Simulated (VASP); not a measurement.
# KCl (Sylvite) (Immm) in VASP: single point with r2SCAN

Aim: the single point of KCl (Sylvite) with r2SCAN.

All numbers are computed with VASP 6.6.1; they aren't measurements. Logs are shortened: lines on timing, memory, paths and dates and some standing lists are left out, and cuts for length are marked.

### Step 1. The cell of the first run

The structure is orthorhombic, space group Immm (No. 71). The conventional cell has a = 4.388 Å, b = 4.507 Å, c = 6.290 Å, α = 90.00°, β = 90.00°, γ = 90.00°. K (site symmetry mmm) has 6 Cl at 3.14 to 3.15 Å within 4.1 Å. Cl (site symmetry mmm) has 6 K at 3.14 to 3.15 Å within 4.1 Å.

### Step 2. Single point, r2SCAN (shear xy strain -2.7%)

Input file POSCAR:

```
KCl
1.0
   -0.0421409514      3.1448471213      3.1448471213
    3.1448471213     -0.0421409514      3.1448471213
    3.1027061699      3.1027061699      0.0000000000
K Cl
1 1
Direct
    0.0000000000      0.0000000000      0.0000000000
    0.5000000000      0.5000000000      0.5000000000
```

Input file INCAR.step1:

```
SYSTEM = KCl
  PREC = Accurate
  ENCUT = 520
  ISMEAR = 0
  SIGMA = 0.01
  LREAL = .FALSE.
  LASPH = .TRUE.
  NELM = 60
  NBANDS = 15
  GGA = PE
  ALGO = Normal
  EDIFF = 1E-4
  LWAVE = .TRUE.
  LCHARG = .FALSE.
```

Input file INCAR.step2:

```
SYSTEM = KCl
  PREC = Accurate
  ENCUT = 520
  EDIFF = 1E-6
  ISMEAR = 0
  SIGMA = 0.01
  LREAL = .FALSE.
  LASPH = .TRUE.
  NELM = 60
  ALGO = Normal
  ISIF = 2
  LWAVE = .FALSE.
  LCHARG = .TRUE.
  METAGGA = R2SCAN
  LMIXTAU = .TRUE.
  LELF = .TRUE.
  LVHAR = .TRUE.
  NBANDS = 15
  ISTART = 1
```

Input file KPOINTS:

```
Automatic mesh
0
G
  8 8 8
  0 0 0
```

Potentials or basis: VASP PAW PBE potentials, release 64 (K_sv, Cl).

On the command line:

```console
$ cat potpaw_PBE.64/K_sv/POTCAR potpaw_PBE.64/Cl/POTCAR > POTCAR
$ cp INCAR.step1 INCAR
$ mpirun -np 1 vasp_std > vasp.out
$ cp INCAR.step2 INCAR
$ mpirun -np 1 vasp_std > vasp.out
```

OUTCAR:

```text
SYSTEM = KCl
   PREC = Accurate
   ENCUT = 520
   EDIFF = 1E-6
   ISMEAR = 0
   LREAL = .FALSE.
   LASPH = .TRUE.
   NELM = 60
   ISIF = 2
   METAGGA = R2SCAN
   ISTART = 1

 ion  position               nearest neighbor table
   1  0.000  0.000  0.000-   2 3.14   2 3.14   2 3.15   2 3.15   2 3.15   2 3.15
   2  0.500  0.500  0.500-   1 3.14   1 3.14   1 3.15   1 3.15   1 3.15   1 3.15

  LATTYP: Found a body centered orthorhombic cell.
 ALAT       =     4.3878891455
 B/A-ratio  =     1.0271639976
 C/A-ratio  =     1.4334214092

  Lattice vectors:

 A1 = (   0.0421409514,  -3.1448471213,  -3.1448471213)
 A2 = (  -0.0421409514,   3.1448471213,  -3.1448471213)
 A3 = (   3.1448471213,  -0.0421409514,   3.1448471213)

Analysis of symmetry for initial positions (statically):
=====================================================================
 Subroutine PRICEL returns:
 Original cell was already a primitive cell.

 Routine SETGRP: Setting up the symmetry group for a
 body centered orthorhombic supercell.

 Subroutine GETGRP returns: Found  8 space group operations
 (whereof  8 operations were pure point group operations)
 out of a pool of  8 trial point group operations.

The static configuration has the point symmetry D_2h.

Analysis of symmetry for dynamics (positions and initial velocities):
=====================================================================
 Subroutine PRICEL returns:
 Original cell was already a primitive cell.

 Routine SETGRP: Setting up the symmetry group for a
 body centered orthorhombic supercell.

 Subroutine GETGRP returns: Found  8 space group operations
 (whereof  8 operations were pure point group operations)
 out of a pool of  8 trial point group operations.

The dynamic configuration has the point symmetry D_2h.

 Subroutine INISYM returns: Found  8 space group operations
 (whereof  8 operations are pure point group operations),
 and found     1 'primitive' translations

----------------------------------------------------------------------------------------

                                     Primitive cell

  volume of cell :      62.1943

  direct lattice vectors                    reciprocal lattice vectors
    -0.042140951  3.144847121  3.144847121    -0.156887942  0.156887942  0.158990240
     3.144847121 -0.042140951  3.144847121     0.156887942 -0.156887942  0.158990240
     3.102706170  3.102706170  0.000000000     0.161149646  0.161149646 -0.158990240

  length of vectors
     4.447685094  4.447685094  4.387889146     0.272957047  0.272957047  0.277878234

  position of ions in fractional coordinates (direct lattice)
     0.000000000  0.000000000  0.000000000
     0.500000000  0.500000000  0.500000000

  ion indices of the primitive-cell ions
   primitive index   ion index
                 1           1
                 2           2

----------------------------------------------------------------------------------------

 KPOINTS: Automatic mesh

Automatic generation of k-mesh.
 Grid dimensions read from file:
 generate k-points for:    8    8    8

 Generating k-lattice:

  Cartesian coordinates                     Fractional coordinates (reciprocal lattice)
    -0.019610993  0.019610993  0.019873780     0.125000000  0.000000000  0.000000000
     0.019610993 -0.019610993  0.019873780     0.000000000  0.125000000  0.000000000
     0.020143706  0.020143706 -0.019873780     0.000000000  0.000000000  0.125000000

  Length of vectors
     0.034119631  0.034119631  0.034734779

  Shift w.r.t. Gamma in fractional coordinates (k-lattice)
     0.000000000  0.000000000  0.000000000

 Subroutine IBZKPT returns following result:
 ===========================================

 Found     95 irreducible k-points:

 Following reciprocal coordinates:
            Coordinates               Weight
  0.000000  0.000000  0.000000      1.000000
  0.125000 -0.000000  0.000000      4.000000
  0.250000 -0.000000  0.000000      4.000000
  0.375000 -0.000000  0.000000      4.000000
  0.500000 -0.000000  0.000000      2.000000
  0.125000  0.125000  0.000000      2.000000
[... 16 lines left out ...]
  0.125000 -0.000000  0.125000      4.000000
  0.250000 -0.000000  0.125000      8.000000
 [... further k-points ...]
   k-points           NKPTS =     95   k-points in BZ     NKDIM =     95   number of bands    NBANDS=     15
   number of dos      NEDOS =    301   number of ions     NIONS =      2
   total plane-waves  NPLWV =  46656
   dimension x,y,z NGX =    36 NGY =   36 NGZ =   36
   dimension x,y,z NGXF=    72 NGYF=   72 NGZF=   72
   ions per type =               1   1
   NGX,Y,Z   is equivalent  to a cutoff of  13.46, 13.46, 13.64 a.u.
   NGXF,Y,Z  is equivalent  to a cutoff of  26.91, 26.91, 27.28 a.u.
 SYSTEM =  KCl
   PREC   = accura    normal or accurate (medium, high low for compatibility)
   ISTART =      1    job   : 0-new  1-cont  2-samecut
   ICHARG =      0    charge: 1-file 2-atom 10-const
   ISPIN  =      1    spin polarized calculation?
   LNONCOLLINEAR =      F non collinear calculations
   LSORBIT =      F    spin-orbit coupling
   LASPH  =      T    aspherical Exc in radial PAW
   ENCUT  =  520.0 eV  38.22 Ry    6.18 a.u.   8.27  8.27  8.16*2*pi/ulx,y,z
   NELM   =     60;   NELMIN=  2; NELMDL=  0     # of ELM steps
   EDIFF  = 0.1E-05   stopping-criterion for ELM
   LREAL  =      F    real-space projection
   EDIFFG = 0.1E-04   stopping-criterion for IOM
   NSW    =      0    number of steps for IOM
   IBRION =     -1    ionic relax: 0-MD 1-quasi-New 2-CG
   NFREE  =      0    steps in history (QN), initial steepest desc. (CG)
   ISIF   =      2    stress and relaxation
   ISYM   =      2    0-nonsym 1-usesym 2-fastsym
   POTIM  = 0.5000    time-step for ionic-motion
   TEBEG  =    0.0;   TEEND  =   0.0 temperature during run
   PSTRESS=    0.0 pullay stress
   NELECT =      16.0000    total number of electrons
   NUPDOWN=      -1.0000    fix difference up-down
   EMIN   =  10.00;   EMAX   =-10.00  energy-range for DOS
   EFERMI =   0.00;   METHOD = LEGACY
   ISMEAR =     0;   SIGMA  =   0.01  broadening in eV -4-tet -1-fermi 0-gaus
   EFERMI_NEDOS =   21; number of points for ismear=-14 and -15
   IALGO  =     38    algorithm
   IMIX   =      4    mixing-type and parameters
     AMIX     =   0.40;   BMIX     =  1.00
     AMIX_MAG =   1.60;   BMIX_MAG =  1.00
  volume/ion in A,a.u.               =      31.10       209.85
  Fermi-wavevector in a.u.,A,eV,Ry     =   1.041193  1.967570 14.749846  1.084083
  Thomas-Fermi vector in A             =   2.175803
   LORBIT       =      0    0 simple, 1 ext, 2 COOP (PROOUT), +10 PAW based schemes
   METAGGA = R2SCAN    functional components
   LHFCALC =     F    Hartree Fock is set to
   AEXX    =    0.0000 exact exchange contribution
   IVDW    =     0    specifies the selected vdW correction
   LEPSILON=     F    determine dielectric tensor
   LRPA    =     F    only Hartree local field effects (RPA)
 non-spin polarized calculation
 Gauss-broadening in eV      SIGMA  =   0.01
  energy-cutoff  :      520.00
  volume of cell :       62.19
 maximum number of plane-waves:      1699
 NGX is ok and might be reduce to    36
   NGX = 17   NGY = 17   NGZ = 17

 number of electron      16.0000001 magnetization

 Free energy of the ion-electron system (eV)
  ---------------------------------------------------
  ext. energy  EPLUGINS =         0.00000000
  ---------------------------------------------------
  free energy    TOTEN  =       -16.50558030 eV

  energy without entropy =      -16.50558030  energy(sigma->0) =      -16.50558030

 E-fermi :  -2.1273     XC(G=0):  -7.9614

 val. band max:       -2.2293841990   @ k =   0.0000   0.0000   0.0000
 cond. band min:       3.5771998477   @ k =   0.0000   0.0000   0.0000
 fundamental gap:      5.8065840467
 Fermi energy:        -2.1272770271

 k-point     1 :       0.0000    0.0000    0.0000
  band No.  band energies     occupation
      1     -30.5234      2.00000
      2     -14.9284      2.00000
      3     -13.2160      2.00000
      4     -13.2147      2.00000
      5     -13.2133      2.00000
      6      -2.2809      2.00000
      7      -2.2569      2.00000
      8      -2.2294      2.00000
      9       3.5772      0.00000
     10       6.6615      0.00000
     11       6.7791      0.00000
     12       6.8962      0.00000
     13       7.8225      0.00000
     14       7.8263      0.00000
     15      11.1219      0.00000

 k-point     2 :       0.1250   -0.0000    0.0000
  band No.  band energies     occupation
      1     -30.5220      2.00000
      2     -14.9556      2.00000
      3     -13.2173      2.00000
      4     -13.2151      2.00000
      5     -13.1777      2.00000
      6      -2.4559      2.00000
      7      -2.3129      2.00000
      8      -2.2773      2.00000
      9       3.9468      0.00000
     10       6.5681      0.00000
     11       6.9439      0.00000
     12       7.0963      0.00000
     13       8.0392      0.00000
     14       8.0490      0.00000
     15      11.7282      0.00000

 k-point     3 :       0.2500   -0.0000    0.0000
  band No.  band energies     occupation
      1     -30.5184      2.00000
      2     -15.0173      2.00000
      3     -13.2205      2.00000
      4     -13.2171      2.00000
      5     -13.0942      2.00000
      6      -2.8435      2.00000
      7      -2.4262      2.00000
      8      -2.3890      2.00000
      9       4.8206      0.00000
     10       6.4666      0.00000
     11       7.5094      0.00000
     12       7.6664      0.00000
     13       8.6383      0.00000
     14       8.6646      0.00000
     15      12.1452      0.00000
[... 343 lines left out ...]
 k-point    23 :       0.1250   -0.0000    0.1250
  band No.  band energies     occupation
      1     -30.5214      2.00000
      2     -14.9560      2.00000
      3     -13.2228      2.00000
      4     -13.2226      2.00000
      5     -13.1670      2.00000
      6      -2.5187      2.00000
      7      -2.2992      2.00000
      8      -2.2960      2.00000
      9       4.0501      0.00000
     10       6.3069      0.00000
     11       7.1990      0.00000
     12       7.2056      0.00000
     13       7.9510      0.00000
     14       8.2617      0.00000
     15      11.9476      0.00000

 k-point    24 :       0.2500   -0.0000    0.1250
  band No.  band energies     occupation
      1     -30.5186      2.00000
      2     -14.9906      2.00000
      3     -13.2293      2.00000
      4     -13.2274      2.00000
      5     -13.1182      2.00000
      6      -2.7848      2.00000
      7      -2.3922      2.00000
      8      -2.3650      2.00000
      9       4.7178      0.00000
     10       6.0669      0.00000
     11       7.6900      0.00000
     12       7.7845      0.00000
     13       8.2777      0.00000
     14       8.7993      0.00000
     15      12.3349      0.00000

 [... further k-points ...]
[... 5 lines left out ...]
  --------------------------------------------------------------------------------------
  -------------------------------------------------------------------------------------
  Total       -0.0002037     -0.0002037     -0.0023198      0.0671170      0.0000000      0.0000000
  in kB       -0.0052483     -0.0052483     -0.0597589      1.7289892      0.0000000      0.0000000
  external PRESSURE =      -0.0234185 kB  Pullay stress =       0.0000000 kB

 VOLUME and BASIS-vectors are now :
 -----------------------------------------------------------------------------
  energy-cutoff  :      520.00
  volume of cell :       62.19
      direct lattice vectors                 reciprocal lattice vectors
    -0.042140951  3.144847121  3.144847121    -0.156887942  0.156887942  0.158990240
     3.144847121 -0.042140951  3.144847121     0.156887942 -0.156887942  0.158990240
     3.102706170  3.102706170  0.000000000     0.161149646  0.161149646 -0.158990240

 POSITION                                       TOTAL-FORCE (eV/Angst)
 -----------------------------------------------------------------------------------
      0.00000      0.00000      0.00000        -0.000000      0.000000     -0.000000
      3.10271      3.10271      3.14485         0.000000     -0.000000      0.000000
 -----------------------------------------------------------------------------------
    total drift:                                0.000000      0.000000      0.000000

  FREE ENERGIE OF THE ION-ELECTRON SYSTEM (eV)
  ---------------------------------------------------
  free  energy   TOTEN  =       -16.5055802983 eV

  energy  without entropy=      -16.5055802983  energy(sigma->0) =      -16.50558030
```

Wall time 4.2 min (1 thread of Intel Xeon Platinum 8259CL at 2.50GHz (Skylake/Cascade Lake), shared host); peak memory 0.26 GiB.

What came out:

```yaml
Free_energy: -16.5056 eV
Pressure: 0.0 GPa
Band_gap_on_the_k_mesh: 5.81 eV, direct
```

Caveat: the cell differs from its parent crystal (shear xy strain -2.7%); the PAW data sets were made with another functional, which shifts forces and pressure a little. A k mesh can miss the band edges.
